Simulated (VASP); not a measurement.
# ScTi3N3 (P4/mmm) in VASP: further runs

Runs on ScTi3N3. Level: PBE. Tasks: single point.

Program: VASP 6.6.1. These are calculated values, not measurements. Logs are shortened: lines on timing, memory, paths and dates and some standing lists are left out, and cuts for length are marked.

## Step 1: The cell of the first run

Symmetry: P4/mmm, No. 123, tetragonal system. Conventional cell: a = 3.053 Å, b = 3.053 Å, c = 8.555 Å, α = 90.00°, β = 90.00°, γ = 90.00°. Sc (site symmetry 4/mmm) has 6 N at 2.16 to 2.24 Å within 2.9 Å. Ti (site symmetry 4mm) has 5 N at 2.08 to 2.16 Å within 2.8 Å. Ti (site symmetry 4/mmm) has 2 N at 2.04 Å within 2.7 Å. N (site symmetry 4mm) has 5 Ti at 2.04 to 2.16 Å and 1 Sc at 2.24 Å within 2.7 Å. Within 2.8 Å of N (site symmetry 4/mmm) lie 2 Ti at 2.08 Å and 4 Sc at 2.16 Å.

## Step 2: Single point, PBE

Input file INCAR:

```
SYSTEM = ScTi3N3
ALGO     = Normal         ! electronic algorithm
EDIFF    = 1E-6           ! SCF threshold, eV
ENCUT    = 520            ! plane-wave cutoff, eV
GGA      = PE             ! functional
ISIF     = 2              ! what is computed and relaxed
ISMEAR   = 0              ! smearing method
LASPH    = .TRUE.         ! aspherical terms in the spheres
LCHARG   = .TRUE.         ! write CHGCAR
LELF     = .TRUE.         ! ELF
LREAL    = .FALSE.        ! projectors in reciprocal space
LVHAR    = .TRUE.       
LWAVE    = .FALSE.        ! write WAVECAR
NBANDS   = 40             ! bands
NELM     = 80             ! most SCF steps
PREC     = Accurate       ! precision mode
SIGMA    = 0.2            ! smearing width, eV
```

Input file KPOINTS:

```
k-points
0
G
  8 8 4
  0 0 0
```

Input file POSCAR:

```
ScTi3N3
1.0
    3.0534167436      0.0000000000      0.0000000000
    0.0000000000      3.0534167436      0.0000000000
    0.0000000000      0.0000000000      8.5553630320
Sc Ti N
1 3 3
Direct
    0.0000000000      0.0000000000      0.0000000000
    0.5000000000      0.5000000000      0.7564433822
    0.0000000000      0.0000000000      0.5000000000
    0.5000000000      0.5000000000      0.2435566178
    0.0000000000      0.0000000000      0.7380719022
    0.5000000000      0.5000000000      0.0000000000
    0.0000000000      0.0000000000      0.2619280978
```

Potentials or basis: VASP PAW PBE potentials, release 64 (Sc_sv, Ti_sv, N).

Started as:

```console
> cat potpaw_PBE.64/Sc_sv/POTCAR potpaw_PBE.64/Ti_sv/POTCAR potpaw_PBE.64/N/POTCAR > POTCAR
> mpirun -np 1 vasp_std > vasp.out
```

OUTCAR:

```text
SYSTEM = ScTi3N3
   EDIFF = 1E-6
   ENCUT = 520
   GGA = PE
   ISIF = 2
   ISMEAR = 0
   LASPH = .TRUE.
   LREAL = .FALSE.
   NELM = 80
   PREC = Accurate

 ion  position               nearest neighbor table
   1  0.000  0.000  0.000-   6 2.16   6 2.16   6 2.16   6 2.16   7 2.24   5 2.24   4 3.00   4 3.00
                             2 3.00   4 3.00   2 3.00   2 3.00   4 3.00   2 3.00
   2  0.500  0.500  0.756-   6 2.08   5 2.16   5 2.16   5 2.16   5 2.16   1 3.00   1 3.00   1 3.00
                             1 3.00
   3  0.000  0.000  0.500-   5 2.04   7 2.04
   4  0.500  0.500  0.244-   6 2.08   7 2.16   7 2.16   7 2.16   7 2.16   1 3.00   1 3.00   1 3.00
                             1 3.00
   5  0.000  0.000  0.738-   3 2.04   2 2.16   2 2.16   2 2.16   2 2.16   1 2.24
   6  0.500  0.500  0.000-   2 2.08   4 2.08   1 2.16   1 2.16   1 2.16   1 2.16
   7  0.000  0.000  0.262-   3 2.04   4 2.16   4 2.16   4 2.16   4 2.16   1 2.24

  LATTYP: Found a simple tetragonal cell.
 ALAT       =     3.0534167436
 C/A-ratio  =     2.8018982505

  Lattice vectors:

 A1 = (   3.0534167436,   0.0000000000,   0.0000000000)
 A2 = (   0.0000000000,   3.0534167436,   0.0000000000)
 A3 = (   0.0000000000,   0.0000000000,   8.5553630320)

Analysis of symmetry for initial positions (statically):
=====================================================================
 Subroutine PRICEL returns:
 Original cell was already a primitive cell.

 Routine SETGRP: Setting up the symmetry group for a
 simple tetragonal supercell.

 Subroutine GETGRP returns: Found 16 space group operations
 (whereof 16 operations were pure point group operations)
 out of a pool of 16 trial point group operations.

The static configuration has the point symmetry D_4h.

Analysis of symmetry for dynamics (positions and initial velocities):
=====================================================================
 Subroutine PRICEL returns:
 Original cell was already a primitive cell.

 Routine SETGRP: Setting up the symmetry group for a
 simple tetragonal supercell.

 Subroutine GETGRP returns: Found 16 space group operations
 (whereof 16 operations were pure point group operations)
 out of a pool of 16 trial point group operations.

The dynamic configuration has the point symmetry D_4h.

 Subroutine INISYM returns: Found 16 space group operations
 (whereof 16 operations are pure point group operations),
 and found     1 'primitive' translations

----------------------------------------------------------------------------------------

                                     Primitive cell

  volume of cell :      79.7647

  direct lattice vectors                    reciprocal lattice vectors
     3.053416744  0.000000000  0.000000000     0.327501970  0.000000000  0.000000000
     0.000000000  3.053416744  0.000000000     0.000000000  0.327501970  0.000000000
     0.000000000  0.000000000  8.555363032     0.000000000  0.000000000  0.116885747

  length of vectors
     3.053416744  3.053416744  8.555363032     0.327501970  0.327501970  0.116885747

  position of ions in fractional coordinates (direct lattice)
     0.000000000  0.000000000  0.000000000
     0.500000000  0.500000000  0.756443382
     0.000000000  0.000000000  0.500000000
     0.500000000  0.500000000  0.243556618
     0.000000000  0.000000000  0.738071902
     0.500000000  0.500000000  0.000000000
     0.000000000  0.000000000  0.261928098

  ion indices of the primitive-cell ions
   primitive index   ion index
                 1           1
                 2           2
                 3           3
                 4           4
                 5           5
                 6           6
                 7           7

----------------------------------------------------------------------------------------

 KPOINTS: k-points

Automatic generation of k-mesh.
 Grid dimensions read from file:
 generate k-points for:    8    8    4

 Generating k-lattice:

  Cartesian coordinates                     Fractional coordinates (reciprocal lattice)
     0.040937746  0.000000000  0.000000000     0.125000000  0.000000000  0.000000000
     0.000000000  0.040937746  0.000000000     0.000000000  0.125000000  0.000000000
     0.000000000  0.000000000  0.029221437     0.000000000  0.000000000  0.250000000

  Length of vectors
     0.040937746  0.040937746  0.029221437

  Shift w.r.t. Gamma in fractional coordinates (k-lattice)
     0.000000000  0.000000000  0.000000000

 Subroutine IBZKPT returns following result:
 ===========================================

 Found     45 irreducible k-points:

 Following reciprocal coordinates:
            Coordinates               Weight
  0.000000  0.000000  0.000000      1.000000
  0.125000  0.000000  0.000000      4.000000
  0.250000  0.000000  0.000000      4.000000
  0.375000  0.000000  0.000000      4.000000
  0.500000  0.000000  0.000000      2.000000
  0.125000  0.125000  0.000000      4.000000
[... 16 lines left out ...]
  0.375000  0.125000  0.250000     16.000000
  0.500000  0.125000  0.250000      8.000000
 [... further k-points ...]
   k-points           NKPTS =     45   k-points in BZ     NKDIM =     45   number of bands    NBANDS=     40
   number of dos      NEDOS =    301   number of ions     NIONS =      7
   total plane-waves  NPLWV =  36864
   dimension x,y,z NGX =    24 NGY =   24 NGZ =   64
   dimension x,y,z NGXF=    48 NGYF=   48 NGZF=  128
   ions per type =               1   3   3
   NGX,Y,Z   is equivalent  to a cutoff of  13.07, 13.07, 12.44 a.u.
   NGXF,Y,Z  is equivalent  to a cutoff of  26.13, 26.13, 24.87 a.u.
 SYSTEM =  ScTi3N3
   PREC   = accura    normal or accurate (medium, high low for compatibility)
   ISTART =      0    job   : 0-new  1-cont  2-samecut
   ICHARG =      2    charge: 1-file 2-atom 10-const
   ISPIN  =      1    spin polarized calculation?
   LNONCOLLINEAR =      F non collinear calculations
   LSORBIT =      F    spin-orbit coupling
   LASPH  =      T    aspherical Exc in radial PAW
   ENCUT  =  520.0 eV  38.22 Ry    6.18 a.u.   5.68  5.68 15.91*2*pi/ulx,y,z
   NELM   =     80;   NELMIN=  2; NELMDL= -5     # of ELM steps
   EDIFF  = 0.1E-05   stopping-criterion for ELM
   LREAL  =      F    real-space projection
   EDIFFG = 0.1E-04   stopping-criterion for IOM
   NSW    =      0    number of steps for IOM
   IBRION =     -1    ionic relax: 0-MD 1-quasi-New 2-CG
   NFREE  =      0    steps in history (QN), initial steepest desc. (CG)
   ISIF   =      2    stress and relaxation
   ISYM   =      2    0-nonsym 1-usesym 2-fastsym
   POTIM  = 0.5000    time-step for ionic-motion
   TEBEG  =    0.0;   TEEND  =   0.0 temperature during run
   PSTRESS=    0.0 pullay stress
   NELECT =      62.0000    total number of electrons
   NUPDOWN=      -1.0000    fix difference up-down
   EMIN   =  10.00;   EMAX   =-10.00  energy-range for DOS
   EFERMI =   0.00;   METHOD = LEGACY
   ISMEAR =     0;   SIGMA  =   0.20  broadening in eV -4-tet -1-fermi 0-gaus
   EFERMI_NEDOS =   21; number of points for ismear=-14 and -15
   IALGO  =     38    algorithm
   IMIX   =      4    mixing-type and parameters
     AMIX     =   0.40;   BMIX     =  1.00
     AMIX_MAG =   1.60;   BMIX_MAG =  1.00
  volume/ion in A,a.u.               =      11.39        76.90
  Fermi-wavevector in a.u.,A,eV,Ry     =   1.505227  2.844466 30.826813  2.265707
  Thomas-Fermi vector in A             =   2.616103
   LORBIT       =      0    0 simple, 1 ext, 2 COOP (PROOUT), +10 PAW based schemes
   GGA     = PE    functional components
   LHFCALC =     F    Hartree Fock is set to
   AEXX    =    0.0000 exact exchange contribution
   IVDW    =     0    specifies the selected vdW correction
   LEPSILON=     F    determine dielectric tensor
   LRPA    =     F    only Hartree local field effects (RPA)
 non-spin polarized calculation
 Gauss-broadening in eV      SIGMA  =   0.20
  energy-cutoff  :      520.00
  volume of cell :       79.76
 maximum number of plane-waves:      2176
 NGX is ok and might be reduce to    24
   NGX = 11   NGY = 11   NGZ = 31

 number of electron      62.0000018 magnetization

 Free energy of the ion-electron system (eV)
  ---------------------------------------------------
  ext. energy  EPLUGINS =         0.00000000
  ---------------------------------------------------
  free energy    TOTEN  =       -65.54831017 eV

  energy without entropy =      -65.49225753  energy(sigma->0) =      -65.52028385

 E-fermi :   9.0123     XC(G=0): -12.2608

 val. band max:        9.0046242914   @ k =   0.5000   0.3750   0.5000
 cond. band min:       9.1151393430   @ k =   0.3750   0.2500   0.0000
 fundamental gap:      0.1105150516
 Fermi energy:         9.0122666342

 k-point     1 :       0.0000    0.0000    0.0000
  band No.  band energies     occupation
      1     -48.5731      2.00000
      2     -48.5713      2.00000
      3     -47.8626      2.00000
      4     -39.7544      2.00000
      5     -24.8128      2.00000
      6     -24.7869      2.00000
[... 32 lines left out ...]
     39      10.8145      0.00000
     40      10.8145      0.00000

 k-point     2 :       0.1250    0.0000    0.0000
  band No.  band energies     occupation
      1     -48.5691      2.00000
      2     -48.5675      2.00000
      3     -47.8595      2.00000
      4     -39.7461      2.00000
      5     -24.8166      2.00000
      6     -24.8029      2.00000
[... 32 lines left out ...]
     39      11.2146      0.00000
     40      11.3158      0.00000

 k-point     3 :       0.2500    0.0000    0.0000
  band No.  band energies     occupation
      1     -48.5595      2.00000
      2     -48.5584      2.00000
      3     -47.8521      2.00000
      4     -39.7260      2.00000
      5     -24.9219      2.00000
      6     -24.9023      2.00000
[... 853 lines left out ...]
  band No.  band energies     occupation
      1     -48.5461      2.00000
      2     -48.5457      2.00000
      3     -47.8415      2.00000
      4     -39.6979      2.00000
      5     -25.0155      2.00000
      6     -24.9944      2.00000
[... 32 lines left out ...]
     39      11.4936      0.00000
     40      12.2109      0.00000

 k-point    24 :       0.5000    0.1250    0.2500
  band No.  band energies     occupation
      1     -48.5422      2.00000
      2     -48.5419      2.00000
      3     -47.8384      2.00000
      4     -39.6895      2.00000
      5     -25.0577      2.00000
      6     -25.0345      2.00000
[... 32 lines left out ...]
     39      11.5217      0.00000
     40      12.5611      0.00000

 [... further k-points ...]
[... 5 lines left out ...]
  --------------------------------------------------------------------------------------
  -------------------------------------------------------------------------------------
  Total        0.3393864      0.3393864      0.2769906      0.0000000      0.0000000      0.0000000
  in kB        6.8170182      6.8170182      5.5637158      0.0000000      0.0000000      0.0000000
  external PRESSURE =       6.3992507 kB  Pullay stress =       0.0000000 kB

 VOLUME and BASIS-vectors are now :
 -----------------------------------------------------------------------------
  energy-cutoff  :      520.00
  volume of cell :       79.76
      direct lattice vectors                 reciprocal lattice vectors
     3.053416744  0.000000000  0.000000000     0.327501970  0.000000000  0.000000000
     0.000000000  3.053416744  0.000000000     0.000000000  0.327501970  0.000000000
     0.000000000  0.000000000  8.555363032     0.000000000  0.000000000  0.116885747

 POSITION                                       TOTAL-FORCE (eV/Angst)
 -----------------------------------------------------------------------------------
      0.00000      0.00000      0.00000        -0.000000      0.000000      0.000000
      1.52671      1.52671      6.47165         0.000000     -0.000000     -0.067255
      0.00000      0.00000      4.27768        -0.000000      0.000000      0.000000
      1.52671      1.52671      2.08372         0.000000     -0.000000      0.067255
      0.00000      0.00000      6.31447        -0.000000      0.000000      0.008681
      1.52671      1.52671      0.00000        -0.000000      0.000000      0.000000
      0.00000      0.00000      2.24089        -0.000000      0.000000     -0.008681
 -----------------------------------------------------------------------------------
    total drift:                                0.000000     -0.000000     -0.000000

  FREE ENERGIE OF THE ION-ELECTRON SYSTEM (eV)
  ---------------------------------------------------
  free  energy   TOTEN  =       -65.5483101726 eV

  energy  without entropy=      -65.4922575259  energy(sigma->0) =      -65.52028385
```

Wall time 2.4 min (1 thread of Intel Xeon Platinum 8259CL at 2.50GHz (Skylake/Cascade Lake), shared host); peak memory 0.26 GiB.

What came out:

```
Free energy            : -65.5483 eV
Pressure               : 0.6 GPa
Largest force          : 0.067 eV/Å
Band gap on the k mesh : zero (band 31 reaches 9.44 eV, above the bottom of band 32 at 8.58 eV)
```

Forces on the atoms (eV/Å):
```
Sc   0.000  0.000  0.000
Ti   0.000  0.000 -0.067
Ti   0.000  0.000  0.000
Ti   0.000  0.000  0.067
N    0.000  0.000  0.009
N    0.000  0.000  0.000
N    0.000  0.000 -0.009
```

## Step 3: Single point, PBE (volume scaled by 0.88, then relaxed in part)

Input file INCAR:

```
ALGO = Normal
EDIFF = 1E-6
ENCUT = 520
GGA = PE
ISIF = 2
ISMEAR = 0
LASPH = T
LCHARG = T
LELF = T
LREAL = F
LVHAR = T
LWAVE = F
NBANDS = 40
NELM = 60
PREC = Accurate
SIGMA = 0.1
```

Input file KPOINTS:

```
k-points
0
Gamma
  10 10 4
```

Input file POSCAR:

```
ScTi3N3
1.0
    2.9240361743      0.0000000000      0.0000000000
    0.0000000000      2.9240361743      0.0000000000
    0.0000000000      0.0000000000      8.2097096563
Sc Ti N
1 3 3
Direct
    0.0000000000      0.0000000000      0.0000000000
    0.5000000000      0.5000000000      0.7517620587
    0.0000000000      0.0000000000      0.5000000000
    0.5000000000      0.5000000000      0.2482379413
    0.0000000000      0.0000000000      0.7395193758
    0.5000000000      0.5000000000      0.0000000000
    0.0000000000      0.0000000000      0.2604806242
```

Potentials or basis: VASP PAW PBE potentials, release 64 (Sc_sv, Ti_sv, N).

Started as:

```console
> cat potpaw_PBE.64/Sc_sv/POTCAR potpaw_PBE.64/Ti_sv/POTCAR potpaw_PBE.64/N/POTCAR > POTCAR
> mpirun -np 1 vasp_std > vasp.out
```

It took 4 min on 1 thread of Intel Xeon Platinum 8259CL at 2.50GHz (Skylake/Cascade Lake), shared host; peak memory 0.29 GiB.

It converged, with:

| Item | Value |
| --- | --- |
| Free energy | -64.5414 eV |
| Pressure | 35.9 GPa |
| Largest force | 0.033 eV/Å |
| Band gap on the k mesh | zero (band 31 reaches 10.98 eV, above the bottom of band 32 at 9.90 eV) |

Forces in eV/Å, atoms in the order of the input:
```
Sc   0.000  0.000  0.000
Ti   0.000  0.000 -0.033
Ti   0.000  0.000  0.000
Ti   0.000  0.000  0.033
N    0.000  0.000 -0.033
N    0.000  0.000  0.000
N    0.000  0.000  0.033
```

Stress tensor (GPa, compression positive):
```
35.97  0.00  0.00
 0.00 35.97  0.00
 0.00  0.00 35.89
```

Levels at points of the mesh, in eV from the Fermi level:
| k point | band 29 | band 30 | band 31 | band 32 | band 33 | band 34 |
| --- | --- | --- | --- | --- | --- | --- |
| (0.00, 0.00, 0.00) | -2.26 | -2.26 | -1.91 | -0.58 | 0.32 | 0.32 |
| (0.50, 0.00, 0.00) | -1.17 | -0.67 | -0.58 | 0.93 | 1.50 | 2.26 |
| (0.50, 0.50, 0.00) | -2.48 | -2.48 | -2.15 | 0.55 | 0.55 | 2.49 |
| (0.00, 0.00, 0.50) | -2.39 | -2.39 | -2.31 | -0.05 | 0.23 | 0.65 |
| (0.50, 0.00, 0.50) | -1.16 | -0.54 | -0.47 | 0.69 | 1.98 | 2.04 |
| (0.50, 0.50, 0.50) | -2.06 | -2.06 | -1.77 | 0.05 | 0.05 | 2.06 |

## Step 4: Single point, PBE

Input file INCAR:

```
SYSTEM = ScTi3N3
ALGO = Normal
EDIFF = 1E-6
ENCUT = 520
GGA = PE
ISIF = 2
ISMEAR = 0
LASPH = .True.
LCHARG = .True.
LELF = .True.
LREAL = .False.
LVHAR = .True.
LWAVE = .False.
NBANDS = 40
NELM = 60
PREC = Accurate
SIGMA = 0.1
```

Input file KPOINTS:

```
k-points
0
Gamma
  10 10 4
  0 0 0
```

Input file POSCAR:

```
ScTi3N3
1.0
    3.0535341318      0.0000000000      0.0000000000
    0.0000000000      3.0535341318      0.0000000000
    0.0000000000      0.0000000000      8.5554861572
Sc Ti N
1 3 3
Direct
    0.0000000000      0.0000000000      0.0000000000
    0.5000000000      0.5000000000      0.7564303241
    0.0000000000      0.0000000000      0.5000000000
    0.5000000000      0.5000000000      0.2435696759
    0.0000000000      0.0000000000      0.7381045496
    0.5000000000      0.5000000000      0.0000000000
    0.0000000000      0.0000000000      0.2618954504
```

Started as:

```console
> cat potpaw_PBE.64/Sc_sv/POTCAR potpaw_PBE.64/Ti_sv/POTCAR potpaw_PBE.64/N/POTCAR > POTCAR
> mpirun -np 1 vasp_std > vasp.out
```

Wall time 4 min (1 thread of Intel Xeon Platinum 8259CL at 2.50GHz (Skylake/Cascade Lake), shared host); peak memory 0.3 GiB.

Results (log left out):

- Free energy: -65.5289 eV
- Pressure: 0.6 GPa
- Largest force: 0.023 eV/Å
- Band gap on the k mesh: zero (band 31 reaches 9.44 eV, above the bottom of band 32 at 8.57 eV)

Forces on the atoms (eV/Å):
```
Sc   0.000  0.000  0.000
Ti   0.000  0.000 -0.023
Ti   0.000  0.000  0.000
Ti   0.000  0.000  0.023
N    0.000  0.000 -0.014
N    0.000  0.000  0.000
N    0.000  0.000  0.014
```

Levels at points of the mesh, in eV from the Fermi level:
| k point | band 27 | band 28 | band 29 | band 30 | band 31 | band 32 | band 33 | band 34 | band 35 | band 36 |
| --- | --- | --- | --- | --- | --- | --- | --- | --- | --- | --- |
| (0.00, 0.00, 0.00) | -2.60 | -2.28 | -2.28 | -2.23 | -1.57 | -0.45 | 0.30 | 0.30 | 0.59 | 1.13 |
| (0.50, 0.00, 0.00) | -4.58 | -4.15 | -1.03 | -0.70 | -0.53 | 0.84 | 1.22 | 1.78 | 1.94 | 1.98 |
| (0.50, 0.50, 0.00) | -3.92 | -2.60 | -2.07 | -2.07 | -1.81 | 0.62 | 0.62 | 2.09 | 2.09 | 2.27 |
| (0.00, 0.00, 0.50) | -2.51 | -2.48 | -2.48 | -2.04 | -1.89 | -0.07 | 0.34 | 0.51 | 0.51 | 1.14 |
| (0.50, 0.00, 0.50) | -4.58 | -4.21 | -1.03 | -0.61 | -0.43 | 0.61 | 1.49 | 1.73 | 1.86 | 2.00 |
| (0.50, 0.50, 0.50) | -4.02 | -3.47 | -1.80 | -1.80 | -1.52 | 0.22 | 0.22 | 1.72 | 2.44 | 2.44 |

(Part 1 of 2 ends here.)
